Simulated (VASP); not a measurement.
Set up this calculation in VASP 6.6.1, as the native input.

* Task: single point
* Functional: RPBE
* Potentials or basis: VASP PAW PBE potentials, release 64 (Na_pv)
* Cutoff: 520 eV
* k mesh: 10 × 10 × 10
* Occupations: fermi-dirac, width 0.1 eV
* Spin: no spin polarisation
* Dipole correction: no
* Further INCAR settings: ALGO = Normal; EDIFF = 1e-07; NBANDS = 10

The structure of Na lies in POSCAR:

```
Na
1.0
    3.3434367194      0.0000000000      0.0000000000
    0.0000000000      3.3434367194      0.0000000000
    0.0000000000      0.0000000000      3.3434367194
Na
1
Direct
    0.0000000000      0.0000000000      0.0000000000
```

This cell differs from its parent crystal: volume scaled by 0.88.

One way to write it, as run:

INCAR

```
PREC = Accurate ; ENCUT = 520
EDIFF = 1E-7 ; ISMEAR = -1
SIGMA = 0.1 ; LREAL = F
LASPH = T ; NELM = 80
ALGO = Normal ; ISIF = 2
LWAVE = F ; LCHARG = T
GGA = RP ; LELF = T
LVHAR = T ; NBANDS = 10
```

KPOINTS

```
regular mesh
0
Gamma
  10 10 10
```

Potentials or basis: VASP PAW PBE potentials, release 64 (Na_pv).

Run with:

```sh
$ cat potpaw_PBE.64/Na_pv/POTCAR > POTCAR
$ mpirun -np 1 vasp_std > vasp.out
```

Results of the run:

| Quantity | Value |
| --- | --- |
| Pressure | 0.9 GPa |

Caveat: the PAW data sets were made with another functional, which shifts forces and pressure a little.

Run time: 16 s on 1 thread of Intel(R) Xeon(R) Platinum 8488C (Sapphire Rapids), with other jobs on the host, peak memory 0.15 GiB.
